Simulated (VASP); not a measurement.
# LaAsH (P4/nmm) in VASP: single point with r2SCAN+U

Aim: the single point of LaAsH with r2SCAN+U.

All numbers are computed with VASP 6.6.1; they aren't measurements. Logs are shortened: lines on timing, memory, paths and dates and some standing lists are left out, and cuts for length are marked.

## (1) The cell of the first run

Symmetry: P4/nmm, No. 129, tetragonal system. Conventional cell: a = 4.289 Å, b = 4.289 Å, c = 6.988 Å, α = 90.00°, β = 90.00°, γ = 90.00°. Within 3.6 Å of La (site symmetry 4mm) lie 4 H at 2.52 Å and 6 As at 3.17 to 3.56 Å. Within 3.3 Å of H (site symmetry -4m2) lie 4 La at 2.52 Å and 4 H at 3.03 Å and 4 As at 3.10 Å. Within 4.1 Å of As (site symmetry 4mm) lie 4 H at 3.10 Å and 6 La at 3.17 to 3.56 Å and 4 As at 3.94 Å.

## (2) Single point, r2SCAN+U

Input file POSCAR:

```
LaAsH
1.0
    4.2885960000      0.0000000000      0.0000000000
    0.0000000000      4.2885960000      0.0000000000
    0.0000000000      0.0000000000      6.9880670000
La H As
2 2 2
Direct
    0.0000000000      0.5000000000      0.1900000000
    0.5000000000      0.0000000000      0.8100000000
    0.0000000000      0.0000000000      0.0000000000
    0.5000000000      0.5000000000      0.0000000000
    0.0000000000      0.5000000000      0.6800000000
    0.5000000000      0.0000000000      0.3200000000
```

Input file INCAR.step1:

```
SYSTEM = LaAsH
PREC = Accurate
ENCUT = 520
ISMEAR = -1
SIGMA = 0.1
LREAL = .False.
LASPH = .True.
NELM = 150
LMAXMIX = 6
LDAU = .True.
LDAUTYPE = 2
LDAUL = 3 -1 -1
LDAUU = 1.42 0 0
LDAUJ = 0 0 0
NBANDS = 26
GGA = PE
ALGO = Normal
EDIFF = 1E-4
LWAVE = .True.
LCHARG = .False.
```

Input file INCAR.step2:

```
SYSTEM = LaAsH
PREC = Accurate
ENCUT = 520
EDIFF = 1E-7
ISMEAR = -1
SIGMA = 0.1
LREAL = .False.
LASPH = .True.
NELM = 150
ALGO = Normal
ISIF = 2
LWAVE = .False.
LCHARG = .False.
LMAXMIX = 6
LDAU = .True.
LDAUTYPE = 2
LDAUL = 3 -1 -1
LDAUU = 1.42 0 0
LDAUJ = 0 0 0
LDAUPRINT = 1
METAGGA = R2SCAN
LMIXTAU = .True.
NBANDS = 26
ISTART = 1
```

Input file KPOINTS:

```
Automatic mesh
0
Gamma
  8 8 5
  0 0 0
```

Potentials or basis: VASP PAW PBE potentials, release 64 (La, H, As).

On the command line:

```
> cat potpaw_PBE.64/La/POTCAR potpaw_PBE.64/H/POTCAR potpaw_PBE.64/As/POTCAR > POTCAR
> cp INCAR.step1 INCAR
> mpirun -np 1 vasp_std > vasp.out
> cp INCAR.step2 INCAR
> mpirun -np 1 vasp_std > vasp.out
```

OUTCAR:

```text
SYSTEM = LaAsH
   PREC = Accurate
   ENCUT = 520
   EDIFF = 1E-7
   ISMEAR = -1
   LREAL = .False.
   LASPH = .True.
   NELM = 150
   ISIF = 2
   METAGGA = R2SCAN
   ISTART = 1

 ion  position               nearest neighbor table
   1  0.000  0.500  0.190-   6 3.17   6 3.17   6 3.17   6 3.17
   2  0.500  0.000  0.810-   5 3.17   5 3.17   5 3.17   5 3.17
   3  0.000  0.000  0.000-
   4  0.500  0.500  0.000-
   5  0.000  0.500  0.680-   2 3.17   2 3.17   2 3.17   2 3.17
   6  0.500  0.000  0.320-   1 3.17   1 3.17   1 3.17   1 3.17

  LATTYP: Found a simple tetragonal cell.
 ALAT       =     4.2885960000
 C/A-ratio  =     1.6294533223

  Lattice vectors:

 A1 = (   4.2885960000,   0.0000000000,   0.0000000000)
 A2 = (   0.0000000000,   4.2885960000,   0.0000000000)
 A3 = (   0.0000000000,   0.0000000000,   6.9880670000)

Analysis of symmetry for initial positions (statically):
=====================================================================
 Subroutine PRICEL returns:
 Original cell was already a primitive cell.

 Routine SETGRP: Setting up the symmetry group for a
 simple tetragonal supercell.

 Subroutine GETGRP returns: Found 16 space group operations
 (whereof  8 operations were pure point group operations)
 out of a pool of 16 trial point group operations.

The static configuration has the point symmetry D_2d.
[... 234 lines left out ...]
  o =  0.0028  v =  0.0000  0.0000  0.0000  0.0000  0.0000  0.0000  0.0000  0.5285  0.0000  0.8489 -0.0000  0.0000 -0.0000  0.0000      0.0000  0.0000  0.0000  0.0000  0.0000  0.0000  0.0000  0.0000  0.0000  0.0000  0.0000  0.0000  0.0000  0.0000
  o =  0.0028  v =  0.5285  0.0000  0.8489 -0.0000  0.0000 -0.0000  0.0000  0.0000  0.0000  0.0000  0.0000  0.0000  0.0000  0.0000      0.0000  0.0000  0.0000  0.0000  0.0000  0.0000  0.0000  0.0000  0.0000  0.0000  0.0000  0.0000  0.0000  0.0000
  o =  0.0062  v =  0.0000  1.0000  0.0000  0.0000  0.0000 -0.0000  0.0000  0.0000  0.0000  0.0000  0.0000  0.0000  0.0000  0.0000      0.0000  0.0000  0.0000  0.0000  0.0000  0.0000  0.0000  0.0000  0.0000  0.0000  0.0000  0.0000  0.0000  0.0000
  o =  0.0062  v =  0.0000  0.0000  0.0000  0.0000  0.0000  0.0000  0.0000  0.0000  1.0000  0.0000  0.0000  0.0000 -0.0000  0.0000      0.0000  0.0000  0.0000  0.0000  0.0000  0.0000  0.0000  0.0000  0.0000  0.0000  0.0000  0.0000  0.0000  0.0000
  o =  0.0092  v =  0.0000  0.0000 -0.0000  0.0000  0.0000 -1.0000  0.0000  0.0000  0.0000  0.0000  0.0000  0.0000  0.0000  0.0000      0.0000  0.0000  0.0000  0.0000  0.0000  0.0000  0.0000  0.0000  0.0000  0.0000  0.0000  0.0000  0.0000  0.0000
  o =  0.0092  v =  0.0000  0.0000  0.0000  0.0000  0.0000  0.0000  0.0000  0.0000  0.0000 -0.0000  0.0000  0.0000 -1.0000  0.0000      0.0000  0.0000  0.0000  0.0000  0.0000  0.0000  0.0000  0.0000  0.0000  0.0000  0.0000  0.0000  0.0000  0.0000
  o =  0.0101  v =  0.0000  0.0000  0.0000  0.0000  0.0000  0.0000  0.0000 -0.8489  0.0000  0.5285 -0.0000  0.0000 -0.0000  0.0000      0.0000  0.0000  0.0000  0.0000  0.0000  0.0000  0.0000  0.0000  0.0000  0.0000  0.0000  0.0000  0.0000  0.0000
  o =  0.0101  v = -0.8489  0.0000  0.5285 -0.0000  0.0000 -0.0000  0.0000  0.0000  0.0000  0.0000  0.0000  0.0000  0.0000  0.0000      0.0000  0.0000  0.0000  0.0000  0.0000  0.0000  0.0000  0.0000  0.0000  0.0000  0.0000  0.0000  0.0000  0.0000
  o =  0.0101  v =  0.0000  0.0000  0.0000  0.0000  0.0000  0.0000  0.0000  0.0000 -0.0000 -0.0000  0.0000  0.5285  0.0000  0.8489      0.0000  0.0000  0.0000  0.0000  0.0000  0.0000  0.0000  0.0000  0.0000  0.0000  0.0000  0.0000  0.0000  0.0000
  o =  0.0101  v =  0.0000 -0.0000 -0.0000  0.0000  0.5285  0.0000  0.8489  0.0000  0.0000  0.0000  0.0000  0.0000  0.0000  0.0000      0.0000  0.0000  0.0000  0.0000  0.0000  0.0000  0.0000  0.0000  0.0000  0.0000  0.0000  0.0000  0.0000  0.0000
  o =  0.0103  v =  0.0000  0.0000 -0.0000 -1.0000  0.0000 -0.0000  0.0000  0.0000  0.0000  0.0000  0.0000  0.0000  0.0000  0.0000      0.0000  0.0000  0.0000  0.0000  0.0000  0.0000  0.0000  0.0000  0.0000  0.0000  0.0000  0.0000  0.0000  0.0000
  o =  0.0103  v =  0.0000  0.0000  0.0000  0.0000  0.0000  0.0000  0.0000  0.0000  0.0000 -0.0000 -1.0000  0.0000 -0.0000  0.0000      0.0000  0.0000  0.0000  0.0000  0.0000  0.0000  0.0000  0.0000  0.0000  0.0000  0.0000  0.0000  0.0000  0.0000

 number of electron      33.9999994 magnetization

 Free energy of the ion-electron system (eV)
  ---------------------------------------------------
  ext. energy  EPLUGINS =         0.00000000
  ---------------------------------------------------
  free energy    TOTEN  =      -101.12193767 eV

  energy without entropy =     -101.00559324  energy(sigma->0) =     -101.06376546

 E-fermi :   5.0776     XC(G=0): -10.0099

 val. band max:        5.0750333864   @ k =   0.1250   0.0000   0.2000
 cond. band min:       5.1204789228   @ k =   0.1250   0.1250   0.0000
 fundamental gap:      0.0454455364
 Fermi energy:         5.0775950006

 k-point     1 :       0.0000    0.0000    0.0000
  band No.  band energies     occupation
      1     -28.1954      2.00000
      2     -28.1308      2.00000
      3     -11.7133      2.00000
      4     -11.4040      2.00000
      5     -11.4040      2.00000
      6     -11.3207      2.00000
[... 685 lines left out ...]
     25       8.8604      0.00000
     26       8.8827      0.00000

 [... further k-points ...]
[... 5 lines left out ...]
  --------------------------------------------------------------------------------------
  -------------------------------------------------------------------------------------
  Total       -2.9036148     -2.9036148     -4.3632934      0.0000000      0.0000000     -0.0000000
  in kB      -36.1961397    -36.1961397    -54.3923308      0.0000000      0.0000000     -0.0000000
  external PRESSURE =     -42.2615367 kB  Pullay stress =       0.0000000 kB

 VOLUME and BASIS-vectors are now :
 -----------------------------------------------------------------------------
  energy-cutoff  :      520.00
  volume of cell :      128.52
      direct lattice vectors                 reciprocal lattice vectors
     4.288596000  0.000000000  0.000000000     0.233176545  0.000000000  0.000000000
     0.000000000  4.288596000  0.000000000     0.000000000  0.233176545  0.000000000
     0.000000000  0.000000000  6.988067000     0.000000000  0.000000000  0.143101089

 POSITION                                       TOTAL-FORCE (eV/Angst)
 -----------------------------------------------------------------------------------
      0.00000      2.14430      1.32773         0.000000      0.000000      0.529013
      2.14430      0.00000      5.66033        -0.000000      0.000000     -0.529013
      0.00000      0.00000      0.00000         0.000000      0.000000     -0.000000
      2.14430      2.14430      0.00000        -0.000000      0.000000     -0.000000
      0.00000      2.14430      4.75189         0.000000      0.000000      0.231746
      2.14430      0.00000      2.23618         0.000000      0.000000     -0.231746
 -----------------------------------------------------------------------------------
    total drift:                                0.000000      0.000000     -0.000000

  FREE ENERGIE OF THE ION-ELECTRON SYSTEM (eV)
  ---------------------------------------------------
  free  energy   TOTEN  =      -101.1219376722 eV

  energy  without entropy=     -101.0055932435  energy(sigma->0) =     -101.06376546
```

OUTCAR.step1:

```text
SYSTEM = LaAsH
   PREC = Accurate
   ENCUT = 520
   ISMEAR = -1
   LREAL = .False.
   LASPH = .True.
[... 939 lines left out ...]
      2.14430      2.14430      0.00000         0.000000      0.000000     -0.000000
      0.00000      2.14430      4.75189         0.000000     -0.000000      0.197249
      2.14430      0.00000      2.23618        -0.000000     -0.000000     -0.197249
 -----------------------------------------------------------------------------------
    total drift:                                0.000000      0.000000      0.000000

  FREE ENERGIE OF THE ION-ELECTRON SYSTEM (eV)
  ---------------------------------------------------
  free  energy   TOTEN  =       -30.3681552840 eV

  energy  without entropy=      -30.2468153502  energy(sigma->0) =      -30.30748532
```

OSZICAR.step1:

```text
N       E                     dE             d eps       ncg     rms          rms(c)
DAV:   1     0.350606552428E+03    0.35061E+03   -0.11871E+04  2340   0.161E+03
DAV:   2     0.242223531405E+02   -0.32638E+03   -0.31600E+03  3388   0.297E+02
DAV:   3    -0.270544096656E+02   -0.51277E+02   -0.49855E+02  3816   0.154E+02
DAV:   4    -0.305989669024E+02   -0.35446E+01   -0.35064E+01  4324   0.388E+01
DAV:   5    -0.309547622434E+02   -0.35580E+00   -0.35539E+00  3896   0.105E+01    0.588E+00
DAV:   6    -0.304225466792E+02    0.53222E+00   -0.19416E+00  4248   0.734E+00    0.293E+00
DAV:   7    -0.303614488516E+02    0.61098E-01   -0.77235E-01  3688   0.447E+00    0.958E-01
DAV:   8    -0.303666657082E+02   -0.52169E-02   -0.85834E-02  4368   0.224E+00    0.400E-01
DAV:   9    -0.303679492496E+02   -0.12835E-02   -0.10099E-02  3856   0.628E-01    0.119E-01
DAV:  10    -0.303681071895E+02   -0.15794E-03   -0.14142E-03  3544   0.271E-01    0.379E-02
DAV:  11    -0.303681552840E+02   -0.48095E-04   -0.23717E-04  3024   0.168E-01
   1 F= -.30368155E+02 E0= -.30307485E+02  d E =-.121340E+00
```

Run time: 4.9 min. Hardware: 1 thread of Intel Xeon 6975P-C (Granite Rapids), shared host; peak memory 0.35 GiB.

Results:

```
Free energy            : -101.1219 eV
Pressure               : -4.2 GPa
Largest force          : 0.529 eV/Å
Band gap on the k mesh : zero (bands 17 and 18 overlap by 1.33 eV)
```

Forces on the atoms (eV/Å):
```
La   0.000  0.000  0.529
La   0.000  0.000 -0.529
H    0.000  0.000  0.000
H    0.000  0.000  0.000
As   0.000  0.000  0.232
As   0.000  0.000 -0.232
```

Levels at points of the mesh, in eV from the Fermi level:
```csv
k point,band 14,band 15,band 16,band 17,band 18,band 19,band 20,band 21
"(0.00, 0.00, 0.00)",-0.34,-0.34,-0.28,0.43,0.43,1.70,2.40,2.40
"(0.50, 0.00, 0.00)",-1.81,-1.01,-1.01,0.51,0.51,2.78,2.78,2.92
"(0.50, 0.50, 0.00)",-1.81,-0.82,-0.82,-0.38,-0.38,3.08,3.08,3.63
```

Eigenvalues of the final occupation matrices:
```tsv
site	spin	trace	eigenvalues
site 1 f	1	0.05	0.00 0.00 0.01 0.01 0.01 0.01 0.01
site 1 f	2	0.05	0.00 0.00 0.01 0.01 0.01 0.01 0.01
site 2 f	1	0.05	0.00 0.00 0.01 0.01 0.01 0.01 0.01
site 2 f	2	0.05	0.00 0.00 0.01 0.01 0.01 0.01 0.01
```

Caveat: the cell stands under tension; the PAW data sets were made with another functional, which shifts forces and pressure a little; spin-orbit coupling is left out, which moves the levels of the heavy elements; U without spin polarisation on a metal has little footing; the U is typed as a test and isn't derived for this compound.

The gap in the log of VASP goes by the Fermi energy; the results here count the filled bands.